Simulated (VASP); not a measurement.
# Rh2O (P6_3/mmc) in VASP: further runs, part 2 of 2

VASP 6.6.1.

**5. Single point, PBE**

INCAR

```
  PREC = Accurate
  ENCUT = 520
  EDIFF = 1E-6
  ISMEAR = 0
  SIGMA = 0.1
  LREAL = F
  LASPH = T
  NELM = 60
  ALGO = Normal
  ISIF = 2
  LWAVE = F
  LCHARG = F
  GGA = PE
  NBANDS = 45
```

KPOINTS

```
Automatic mesh
0
Gamma
  18 18 4
```

POSCAR

```
Rh2O
1.0
    2.7560520389      0.0000000000      0.0000000000
   -1.3780260194      2.3868110798      0.0000000000
    0.0000000000      0.0000000000     10.8322619520
Rh O
4 2
Direct
    0.3333333333      0.6666666667      0.5998779169
    0.6666666667      0.3333333333      0.0998779169
    0.3333333333      0.6666666667      0.9001220831
    0.6666666667      0.3333333333      0.4001220831
    0.3333333333      0.6666666667      0.2500000000
    0.6666666667      0.3333333333      0.7500000000
```

Potentials or basis: VASP PAW PBE potentials, release 64 (Rh_pv, O).

On the command line:

```console
$ cat potpaw_PBE.64/Rh_pv/POTCAR potpaw_PBE.64/O/POTCAR > POTCAR
$ mpirun -np 1 vasp_std > vasp.out
```

OUTCAR:

```text
PREC = Accurate
   ENCUT = 520
   EDIFF = 1E-6
   ISMEAR = 0
   LREAL = F
   LASPH = T
   NELM = 60
   ISIF = 2
   GGA = PE

 ion  position               nearest neighbor table
   1  0.333  0.667  0.600-   6 2.28   6 2.28   6 2.28   4 2.69   4 2.69   4 2.69   3 3.25
   2  0.667  0.333  0.100-   5 2.28   5 2.28   5 2.28   3 2.69   3 2.69   3 2.69   4 3.25
   3  0.333  0.667  0.900-   6 2.28   6 2.28   6 2.28   2 2.69   2 2.69   2 2.69   1 3.25
   4  0.667  0.333  0.400-   5 2.28   5 2.28   5 2.28   1 2.69   1 2.69   1 2.69   2 3.25
   5  0.333  0.667  0.250-   2 2.28   4 2.28   2 2.28   4 2.28   2 2.28   4 2.28
   6  0.667  0.333  0.750-   1 2.28   3 2.28   1 2.28   3 2.28   1 2.28   3 2.28

  LATTYP: Found a hexagonal cell.
 ALAT       =     2.7560520389
 C/A-ratio  =     3.9303546519

  Lattice vectors:

 A1 = (   2.7560520389,   0.0000000000,   0.0000000000)
 A2 = (  -1.3780260194,   2.3868110798,   0.0000000000)
 A3 = (   0.0000000000,   0.0000000000,  10.8322619520)

Analysis of symmetry for initial positions (statically):
=====================================================================
 Subroutine PRICEL returns:
 Original cell was already a primitive cell.

 Routine SETGRP: Setting up the symmetry group for a
[... 185 lines left out ...]
 k-point     1 :       0.0000    0.0000    0.0000
  band No.  band energies     occupation
      1     -36.8470      2.00000
      2     -36.8163      2.00000
      3     -36.4931      2.00000
      4     -36.4608      2.00000
      5     -36.3932      2.00000
      6     -36.3932      2.00000
[... 1141 lines left out ...]
     44      16.9939      0.00000
     45      19.0727      0.00000

 [... further k-points ...]

------------------------ aborting loop because EDIFF is reached ----------------------------------------

  FORCE on cell =-STRESS in cart. coord.  units (eV):
  Direction    XX          YY          ZZ          XY          YZ          ZX
  --------------------------------------------------------------------------------------
  -------------------------------------------------------------------------------------
  Total        0.0104679      0.0104679      0.0043674      0.0000000      0.0000000      0.0000000
  in kB        0.2353677      0.2353677      0.0981990      0.0000000      0.0000000      0.0000000
  external PRESSURE =       0.1896448 kB  Pullay stress =       0.0000000 kB

 VOLUME and BASIS-vectors are now :
 -----------------------------------------------------------------------------
  energy-cutoff  :      520.00
  volume of cell :       71.26
      direct lattice vectors                 reciprocal lattice vectors
     2.756052039  0.000000000  0.000000000     0.362837851  0.209484531  0.000000000
    -1.378026019  2.386811080  0.000000000     0.000000000  0.418969062  0.000000000
     0.000000000  0.000000000 10.832261952     0.000000000  0.000000000  0.092316822

 POSITION                                       TOTAL-FORCE (eV/Angst)
 -----------------------------------------------------------------------------------
     -0.00000      1.59121      6.49803        -0.000000      0.000000      0.001505
      1.37803      0.79560      1.08190         0.000000     -0.000000      0.001505
     -0.00000      1.59121      9.75036        -0.000000      0.000000     -0.001505
      1.37803      0.79560      4.33423        -0.000000     -0.000000     -0.001505
     -0.00000      1.59121      2.70807         0.000000      0.000000      0.000000
      1.37803      0.79560      8.12420         0.000000      0.000000      0.000000
 -----------------------------------------------------------------------------------
    total drift:                               -0.000000      0.000000     -0.000000

  FREE ENERGIE OF THE ION-ELECTRON SYSTEM (eV)
  ---------------------------------------------------
  free  energy   TOTEN  =       -38.3096651485 eV

  energy  without entropy=      -38.2718033106  energy(sigma->0) =      -38.29073423
```

OSZICAR:

```text
N       E                     dE             d eps       ncg     rms          rms(c)
DAV:   1     0.926042559799E+03    0.92604E+03   -0.44241E+04 10086   0.183E+03
DAV:   2     0.260805214791E+01   -0.92343E+03   -0.89652E+03 10633   0.567E+02
DAV:   3    -0.420727198039E+02   -0.44681E+02   -0.42988E+02 10888   0.127E+02
DAV:   4    -0.427591794971E+02   -0.68646E+00   -0.68388E+00 10520   0.158E+01
DAV:   5    -0.427671127159E+02   -0.79332E-02   -0.79318E-02 10947   0.172E+00    0.245E+01
DAV:   6    -0.417604255855E+02    0.10067E+01   -0.27905E+01 11561   0.370E+01    0.206E+01
DAV:   7    -0.389362854204E+02    0.28241E+01   -0.31320E+01 12900   0.262E+01    0.930E+00
DAV:   8    -0.382959316407E+02    0.64035E+00   -0.20392E+00 11416   0.994E+00    0.203E+00
DAV:   9    -0.383211726516E+02   -0.25241E-01   -0.29637E-01 10450   0.279E+00    0.119E+00
DAV:  10    -0.383103814423E+02    0.10791E-01   -0.16643E-02 11515   0.843E-01    0.275E-01
DAV:  11    -0.383100729250E+02    0.30852E-03   -0.89080E-03 11064   0.552E-01    0.185E-01
DAV:  12    -0.383097042781E+02    0.36865E-03   -0.72115E-04 11329   0.165E-01    0.791E-02
DAV:  13    -0.383096710738E+02    0.33204E-04   -0.19629E-04  9547   0.640E-02    0.226E-02
DAV:  14    -0.383096643349E+02    0.67389E-05   -0.16565E-05 11342   0.319E-02    0.127E-03
DAV:  15    -0.383096651485E+02   -0.81352E-06   -0.33737E-06  9032   0.884E-03
   1 F= -.38309665E+02 E0= -.38290734E+02  d E =-.378618E-01
```

stdout:

```text
POSCAR found type information on POSCAR RhO
 POSCAR found :  2 types and       6 ions
 scaLAPACK will be used
 LDA part: xc-table for (Slater+PW92), standard interpolation
 POSCAR, INCAR and KPOINTS ok, starting setup
 FFT: planning ... GRIDC
 FFT: planning ... GRID_SOFT
 FFT: planning ... GRID
 WAVECAR not read
 entering main loop
```

It took 2.3 min on 1 thread of Intel Xeon 6975P-C (Granite Rapids), shared host; peak memory 0.37 GiB.

Results:

| Property | Result |
| --- | --- |
| Free energy | -38.3097 eV |
| Pressure | 0.0 GPa |
| Band gap on the k mesh | zero (bands 36 and 37 overlap by 1.09 eV) |

Levels at points of the mesh, in eV from the Fermi level:
| k point | band 32 | band 33 | band 34 | band 35 | band 36 | band 37 | band 38 | band 39 | band 40 | band 41 |
| --- | --- | --- | --- | --- | --- | --- | --- | --- | --- | --- |
| (0.00, 0.00, 0.00) | -2.51 | -1.51 | -1.51 | -1.23 | -1.23 | -0.21 | -0.21 | 0.11 | 0.11 | 0.16 |
| (0.50, 0.00, 0.00) | -0.46 | -0.19 | 0.28 | 0.42 | 0.46 | 0.48 | 0.75 | 1.00 | 1.07 | 3.70 |
| (0.00, 0.00, 0.50) | -2.17 | -2.17 | -2.17 | -0.59 | -0.59 | -0.59 | -0.59 | 0.16 | 0.16 | 0.16 |
| (0.50, 0.00, 0.50) | 0.18 | 0.20 | 0.20 | 0.35 | 0.35 | 0.47 | 0.47 | 0.69 | 0.69 | 4.25 |

**6. Summary**

```csv
task,spin,cell,k mesh,cutoff (eV),gap on the mesh (eV),pressure (GPa),largest force (eV/Å)
single point,off,"a = 2.763, b = 2.763, c = 10.779 Å, angles 90.0, 90.0, 120.0°, 6 atoms, atomic positions A",6 × 6 × 2,520,none,0.1,-
relaxation of cell and atoms,off,"relaxed from a = 2.646, b = 2.646, c = 10.291 Å, angles 90.0, 90.0, 120.0°, 6 atoms, atomic positions B",6 × 6 × 2,600,none,0.0,0.02
single point,"collinear, ferromagnetic start","a = 2.646, b = 2.646, c = 10.291 Å, angles 90.0, 90.0, 120.0°, 6 atoms, atomic positions B",6 × 6 × 2,520,none,80.6,7.12
single point,off,"a = 2.756, b = 2.756, c = 10.832 Å, angles 90.0, 90.0, 120.0°, 6 atoms, atomic positions A",18 × 18 × 4,520,none,0.0,-
```

Alike in all rows: level PBE; potentials or basis VASP PAW PBE potentials, release 64 (Rh_pv, O); smearing gaussian 0.1 eV.

Caveats: some runs use coarse meshes; forces of over 1 eV/Å act on the atoms, so gaps and moduli don't describe the material at rest (at least some runs).

Absolute energies hang on the potentials; compare differences alone.
